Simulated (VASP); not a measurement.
# Ni (Im-3m) in VASP: a series of runs

The runs below take Ni through single point, with BLYP.

Everything below comes from runs of VASP 6.6.1. Logs are shortened: lines on timing, memory, paths and dates and some standing lists are left out, and cuts for length are marked.

### Step 1. The cell of the first run

It takes space group Im-3m (No. 229, cubic). The conventional cell has a = 2.840 Å, b = 2.840 Å, c = 2.840 Å, α = 90.00°, β = 90.00°, γ = 90.00°. Within 3.2 Å of Ni (site symmetry m-3m) lie 14 Ni at 2.46 to 2.84 Å.

This isn't the form of Ni at room conditions, which is fcc.

### Step 2. Single point, BLYP, collinear spin, antiferromagnetic start

Contents of INCAR:

```
SYSTEM = Ni
PREC = Accurate
ENCUT = 520
EDIFF = 1E-7
ISMEAR = -1
SIGMA = 0.05
LREAL = .False.
LASPH = .True.
NELM = 150
ALGO = Normal
ISIF = 2
LWAVE = .False.
LCHARG = .False.
ISPIN = 2
MAGMOM = 0.8 -0.8
LORBIT = 11
LMAXMIX = 4
GGA = B5
ALDAX = 1.0
AGGAX = 1.0
AGGAC = 1.0
ALDAC = 0.0
NBANDS = 21
```

Contents of KPOINTS:

```
Automatic mesh
0
Gamma
  11 11 11
  0 0 0
```

Contents of POSCAR:

```
Ni
1.0
    2.8401607866      0.0000000000      0.0000000000
    0.0000000000      2.8401607866      0.0000000000
    0.0000000000      0.0000000000      2.8401607866
Ni
2
Direct
    0.0000000000      0.0000000000      0.0000000000
    0.5000000000      0.5000000000      0.5000000000
```

Potentials or basis: VASP PAW PBE potentials, release 64 (Ni).

On the command line:

```sh
$ cat potpaw_PBE.64/Ni/POTCAR > POTCAR
$ mpirun -np 1 vasp_std > vasp.out
```

OUTCAR:

```text
SYSTEM = Ni
   PREC = Accurate
   ENCUT = 520
   EDIFF = 1E-7
   ISMEAR = -1
   LREAL = .False.
   LASPH = .True.
   NELM = 150
   ISIF = 2
   ISPIN = 2
   LORBIT = 11
   GGA = B5

 ion  position               nearest neighbor table
   1  0.000  0.000  0.000-   2 2.46   2 2.46   2 2.46   2 2.46   2 2.46   2 2.46   2 2.46   2 2.46

   2  0.500  0.500  0.500-   1 2.46   1 2.46   1 2.46   1 2.46   1 2.46   1 2.46   1 2.46   1 2.46

  LATTYP: Found a simple cubic cell.
 ALAT       =     2.8401607866

  Lattice vectors:

 A1 = (   2.8401607866,   0.0000000000,   0.0000000000)
 A2 = (   0.0000000000,   2.8401607866,   0.0000000000)
 A3 = (   0.0000000000,   0.0000000000,   2.8401607866)

Analysis of symmetry for initial positions (statically):
=====================================================================
 Subroutine PRICEL returns following result:

  LATTYP: Found a body centered cubic cell.
 ALAT       =     2.8401607866

  Lattice vectors:

 A1 = (   1.4200803933,   1.4200803933,  -1.4200803933)
 A2 = (  -1.4200803933,   1.4200803933,   1.4200803933)
 A3 = (   1.4200803933,  -1.4200803933,   1.4200803933)

   2 primitive cells build up your supercell.

 Routine SETGRP: Setting up the symmetry group for a
 simple cubic supercell.

 Subroutine GETGRP returns: Found 48 space group operations
 (whereof 48 operations were pure point group operations)
 out of a pool of 48 trial point group operations.

The static configuration has the point symmetry O_h .

Analysis of symmetry for dynamics (positions and initial velocities):
=====================================================================
 Subroutine PRICEL returns following result:

  LATTYP: Found a body centered cubic cell.
 ALAT       =     2.8401607866

  Lattice vectors:

 A1 = (   1.4200803933,   1.4200803933,  -1.4200803933)
 A2 = (  -1.4200803933,   1.4200803933,   1.4200803933)
 A3 = (   1.4200803933,  -1.4200803933,   1.4200803933)

   2 primitive cells build up your supercell.

 Routine SETGRP: Setting up the symmetry group for a
 simple cubic supercell.

 Subroutine GETGRP returns: Found 48 space group operations
 (whereof 48 operations were pure point group operations)
 out of a pool of 48 trial point group operations.

The dynamic configuration has the point symmetry O_h .

Analysis of structural, dynamic, and magnetic symmetry:
=====================================================================
 Subroutine PRICEL returns following result:

  LATTYP: Found a body centered cubic cell.
 ALAT       =     2.8401607866

  Lattice vectors:

 A1 = (   1.4200803933,   1.4200803933,  -1.4200803933)
 A2 = (  -1.4200803933,   1.4200803933,   1.4200803933)
 A3 = (   1.4200803933,  -1.4200803933,   1.4200803933)

   2 primitive cells build up your supercell.

 Routine SETGRP: Setting up the symmetry group for a
 simple cubic supercell.

 Subroutine GETGRP returns: Found 48 space group operations
 (whereof 48 operations were pure point group operations)
 out of a pool of 48 trial point group operations.

The overall configuration has the point symmetry O_h .

 Subroutine INISYM returns: Found 48 space group operations
 (whereof 48 operations are pure point group operations),
 and found     2 'primitive' translations

----------------------------------------------------------------------------------------

                                     Primitive cell

  volume of cell :      11.4551

  direct lattice vectors                    reciprocal lattice vectors
     1.420080393  1.420080393 -1.420080393     0.352092742  0.352092742  0.000000000
    -1.420080393  1.420080393  1.420080393    -0.000000000  0.352092742  0.352092742
     1.420080393 -1.420080393  1.420080393     0.352092742  0.000000000  0.352092742

  length of vectors
     2.459651392  2.459651392  2.459651392     0.497934331  0.497934331  0.497934331

  position of ions in fractional coordinates (direct lattice)
     0.000000000  0.000000000  0.000000000

  ion indices of the primitive-cell ions
   primitive index   ion index
                 1           1

----------------------------------------------------------------------------------------

 KPOINTS: Automatic mesh

Automatic generation of k-mesh.
 Grid dimensions read from file:
 generate k-points for:   11   11   11

 Generating k-lattice:

  Cartesian coordinates                     Fractional coordinates (reciprocal lattice)
     0.032008431  0.000000000  0.000000000     0.090909091  0.000000000  0.000000000
     0.000000000  0.032008431  0.000000000     0.000000000  0.090909091  0.000000000
     0.000000000  0.000000000  0.032008431     0.000000000  0.000000000  0.090909091

  Length of vectors
     0.032008431  0.032008431  0.032008431

  Shift w.r.t. Gamma in fractional coordinates (k-lattice)
     0.000000000  0.000000000  0.000000000

 Subroutine IBZKPT returns following result:
 ===========================================

 Found     56 irreducible k-points:

 Following reciprocal coordinates:
            Coordinates               Weight
  0.000000  0.000000  0.000000      1.000000
  0.090909  0.000000  0.000000      6.000000
  0.181818  0.000000  0.000000      6.000000
  0.272727  0.000000  0.000000      6.000000
  0.363636  0.000000  0.000000      6.000000
  0.454545  0.000000  0.000000      6.000000
[... 16 lines left out ...]
  0.181818  0.090909  0.090909     24.000000
  0.272727  0.090909  0.090909     24.000000
 [... further k-points ...]
   k-points           NKPTS =     56   k-points in BZ     NKDIM =     56   number of bands    NBANDS=     21
   number of dos      NEDOS =    301   number of ions     NIONS =      2
   total plane-waves  NPLWV =  13824
   dimension x,y,z NGX =    24 NGY =   24 NGZ =   24
   dimension x,y,z NGXF=    48 NGYF=   48 NGZF=   48
   ions per type =               2
   NGX,Y,Z   is equivalent  to a cutoff of  14.05, 14.05, 14.05 a.u.
   NGXF,Y,Z  is equivalent  to a cutoff of  28.10, 28.10, 28.10 a.u.
 SYSTEM =  Ni
   PREC   = accura    normal or accurate (medium, high low for compatibility)
   ISTART =      0    job   : 0-new  1-cont  2-samecut
   ICHARG =      2    charge: 1-file 2-atom 10-const
   ISPIN  =      2    spin polarized calculation?
   LNONCOLLINEAR =      F non collinear calculations
   LSORBIT =      F    spin-orbit coupling
   LASPH  =      T    aspherical Exc in radial PAW
   ENCUT  =  520.0 eV  38.22 Ry    6.18 a.u.   5.28  5.28  5.28*2*pi/ulx,y,z
   NELM   =    150;   NELMIN=  2; NELMDL= -5     # of ELM steps
   EDIFF  = 0.1E-06   stopping-criterion for ELM
   LREAL  =      F    real-space projection
   EDIFFG = 0.1E-05   stopping-criterion for IOM
   NSW    =      0    number of steps for IOM
   IBRION =     -1    ionic relax: 0-MD 1-quasi-New 2-CG
   NFREE  =      0    steps in history (QN), initial steepest desc. (CG)
   ISIF   =      2    stress and relaxation
   ISYM   =      2    0-nonsym 1-usesym 2-fastsym
   POTIM  = 0.5000    time-step for ionic-motion
   TEBEG  =    0.0;   TEEND  =   0.0 temperature during run
   PSTRESS=    0.0 pullay stress
   NELECT =      20.0000    total number of electrons
   NUPDOWN=      -1.0000    fix difference up-down
   EMIN   =  10.00;   EMAX   =-10.00  energy-range for DOS
   EFERMI =   0.00;   METHOD = LEGACY
   ISMEAR =    -1;   SIGMA  =   0.05  broadening in eV -4-tet -1-fermi 0-gaus
   EFERMI_NEDOS =   21; number of points for ismear=-14 and -15
   IALGO  =     38    algorithm
   IMIX   =      4    mixing-type and parameters
     AMIX     =   0.40;   BMIX     =  1.00
     AMIX_MAG =   1.60;   BMIX_MAG =  1.00
  volume/ion in A,a.u.               =      11.46        77.30
  Fermi-wavevector in a.u.,A,eV,Ry     =   1.564619  2.956701 33.307501  2.448032
  Thomas-Fermi vector in A             =   2.667216
   LORBIT       =     11    0 simple, 1 ext, 2 COOP (PROOUT), +10 PAW based schemes
   GGA     = B5    functional components
   LHFCALC =     F    Hartree Fock is set to
   AEXX    =    0.0000 exact exchange contribution
   IVDW    =     0    specifies the selected vdW correction
   LEPSILON=     F    determine dielectric tensor
   LRPA    =     F    only Hartree local field effects (RPA)
 spin polarized calculation
  energy-cutoff  :      520.00
  volume of cell :       22.91
 maximum number of plane-waves:       629
 NGX is ok and might be reduce to    24
   NGX = 11   NGY = 11   NGZ = 11

 number of electron      19.9999996 magnetization       0.0000000

 number of electron      19.9999996 magnetization      -0.0000000

 Free energy of the ion-electron system (eV)
  ---------------------------------------------------
  ext. energy  EPLUGINS =         0.00000000
  ---------------------------------------------------
  free energy    TOTEN  =        -9.02475688 eV

  energy without entropy =       -8.98889337  energy(sigma->0) =       -9.00682512

 E-fermi :   8.9307     XC(G=0): -12.3639

 val. band max:        8.9214194803   @ k =   0.2727   0.0909   0.0000
 cond. band min:       8.9310963301   @ k =   0.1818   0.0000   0.0000
 fundamental gap:      0.0096768498
 Fermi energy:         8.9306613447

 spin component 1

 k-point     1 :       0.0000    0.0000    0.0000
  band No.  band energies     occupation
      1       0.6058      1.00000
      2       5.3084      1.00000
      3       5.3084      1.00000
      4       7.1589      1.00000
      5       7.1589      1.00000
      6       7.1589      1.00000
[... 550 lines left out ...]
      5       7.0277      1.00000
      6       7.7791      1.00000
[... 13 lines left out ...]
     20      33.6873      0.00000
     21      34.3656      0.00000

 [... further k-points ...]

 spin component 2

 k-point     1 :       0.0000    0.0000    0.0000
  band No.  band energies     occupation
      1       0.6058      1.00000
      2       5.3084      1.00000
      3       5.3084      1.00000
      4       7.1589      1.00000
      5       7.1589      1.00000
      6       7.1589      1.00000
[... 550 lines left out ...]
      5       7.0277      1.00000
      6       7.7791      1.00000
[... 13 lines left out ...]
     20      33.6873      0.00000
     21      34.3656      0.00000

 [... further k-points ...]

------------------------ aborting loop because EDIFF is reached ----------------------------------------

  FORCE on cell =-STRESS in cart. coord.  units (eV):
  Direction    XX          YY          ZZ          XY          YZ          ZX
  --------------------------------------------------------------------------------------
  -------------------------------------------------------------------------------------
  Total        0.0209020      0.0209020      0.0209020     -0.0000000     -0.0000000      0.0000000
  in kB        1.4617362      1.4617362      1.4617362     -0.0000000     -0.0000000      0.0000000
  external PRESSURE =       1.4617362 kB  Pullay stress =       0.0000000 kB

 VOLUME and BASIS-vectors are now :
 -----------------------------------------------------------------------------
  energy-cutoff  :      520.00
  volume of cell :       22.91
      direct lattice vectors                 reciprocal lattice vectors
     2.840160787  0.000000000  0.000000000     0.352092742  0.000000000  0.000000000
     0.000000000  2.840160787  0.000000000     0.000000000  0.352092742  0.000000000
     0.000000000  0.000000000  2.840160787     0.000000000  0.000000000  0.352092742

 POSITION                                       TOTAL-FORCE (eV/Angst)
 -----------------------------------------------------------------------------------
      0.00000      0.00000      0.00000         0.000000      0.000000      0.000000
      1.42008      1.42008      1.42008        -0.000000     -0.000000     -0.000000
 -----------------------------------------------------------------------------------
    total drift:                                0.000000      0.000000     -0.000000

  FREE ENERGIE OF THE ION-ELECTRON SYSTEM (eV)
  ---------------------------------------------------
  free  energy   TOTEN  =        -9.0247568790 eV

  energy  without entropy=       -8.9888933693  energy(sigma->0) =       -9.00682512

 total charge

# of ion       s       p       d       tot
------------------------------------------
    1        0.473   0.429   8.374   9.276
    2        0.473   0.429   8.374   9.276
--------------------------------------------------
tot          0.946   0.859  16.748  18.553

 magnetization (x)

# of ion       s       p       d       tot
------------------------------------------
    1       -0.000  -0.000  -0.000  -0.000
    2        0.000   0.000   0.000   0.000
--------------------------------------------------
tot          0.000   0.000   0.000   0.000
```

Run time: 27 s. Hardware: 1 thread of Intel Xeon 6975P-C (Granite Rapids), shared host; peak memory 0.16 GiB.

Results:

```yaml
Free_energy: -9.0248 eV
Pressure: 0.1 GPa
Band_gap_on_the_k_mesh: zero (filled and empty bands overlap)
Net_moment: 0.00 μB per cell
Valence_electrons_inside_the_program's_atomic_spheres: Ni 9.28
```

Caveat: the moments typed at the start vanished in this run; the PAW data sets were made with another functional, which shifts forces and pressure a little.

### Step 3. Single point, BLYP, collinear spin, ferromagnetic start (10.08 Å³/atom)

This run uses another cell than the first one, of 10.08 Å³/atom.

Contents of INCAR:

```
SYSTEM = Ni
  PREC = Accurate
  ENCUT = 520
  EDIFF = 1E-6
  ISMEAR = -1
  SIGMA = 0.05
  LREAL = .False.
  LASPH = .True.
  NELM = 150
  ALGO = Normal
  ISIF = 2
  LWAVE = .False.
  LCHARG = .False.
  ISPIN = 2
  MAGMOM = -0.58 -0.58
  LORBIT = 11
  LMAXMIX = 4
  GGA = B5
  ALDAX = 1.0
  AGGAX = 1.0
  AGGAC = 1.0
  ALDAC = 0.0
  NBANDS = 21
```

Contents of KPOINTS:

```
regular mesh
0
Gamma
  12 12 12
  0 0 0
```

Contents of POSCAR:

```
Ni
1.0
    2.7216805580      0.0000000000      0.0000000000
    0.0000000000      2.7216805580      0.0000000000
    0.0000000000      0.0000000000      2.7216805580
Ni
2
Direct
    0.0000000000      0.0000000000      0.0000000000
    0.5000000000      0.5000000000      0.5000000000
```

Potentials or basis: VASP PAW PBE potentials, release 64 (Ni).

On the command line:

```sh
$ cat potpaw_PBE.64/Ni/POTCAR > POTCAR
$ mpirun -np 1 vasp_std > vasp.out
```

Run time: 27 s. Hardware: 1 thread of Intel Xeon 6975P-C (Granite Rapids), shared host; peak memory 0.16 GiB.

It converged, with:

```yaml
Free_energy: -8.8126 eV
Pressure: 30.8 GPa
Net_moment: -0.89 μB per cell
Site_moments: Ni -0.45 μB
Valence_electrons_inside_the_program's_atomic_spheres: Ni 9.50
```

Levels at points of the mesh, in eV from the Fermi level:
Spin up:
| k point | band 7 | band 8 | band 9 | band 10 | band 11 | band 12 | band 13 | band 14 |
| --- | --- | --- | --- | --- | --- | --- | --- | --- |
| (0.00, 0.00, 0.00) | -0.49 | -0.49 | 0.50 | 0.50 | 0.50 | 10.44 | 10.44 | 10.44 |
| (0.50, 0.00, 0.00) | -1.46 | -1.46 | -0.71 | -0.71 | 0.57 | 0.57 | 18.07 | 18.07 |
| (0.50, 0.50, 0.00) | -0.31 | -0.31 | 0.43 | 0.43 | 0.76 | 0.76 | 7.50 | 7.50 |
| (0.50, 0.50, 0.50) | -0.27 | -0.27 | -0.27 | -0.27 | 9.11 | 9.11 | 9.11 | 9.11 |
Spin down:
| k point | band 7 | band 8 | band 9 | band 10 | band 11 | band 12 | band 13 | band 14 |
| --- | --- | --- | --- | --- | --- | --- | --- | --- |
| (0.00, 0.00, 0.00) | -0.85 | -0.85 | -0.12 | -0.12 | -0.12 | 10.39 | 10.39 | 10.39 |
| (0.50, 0.00, 0.00) | -1.98 | -1.98 | -1.28 | -1.28 | 0.25 | 0.25 | 17.93 | 17.93 |
| (0.50, 0.50, 0.00) | -0.68 | -0.68 | 0.13 | 0.13 | 0.43 | 0.43 | 7.21 | 7.21 |
| (0.50, 0.50, 0.50) | -0.65 | -0.65 | -0.65 | -0.65 | 8.92 | 8.92 | 8.92 | 8.92 |

Caveat: the cell stands under pressure; the PAW data sets were made with another functional, which shifts forces and pressure a little.

(Continued in part 2 of 2.)
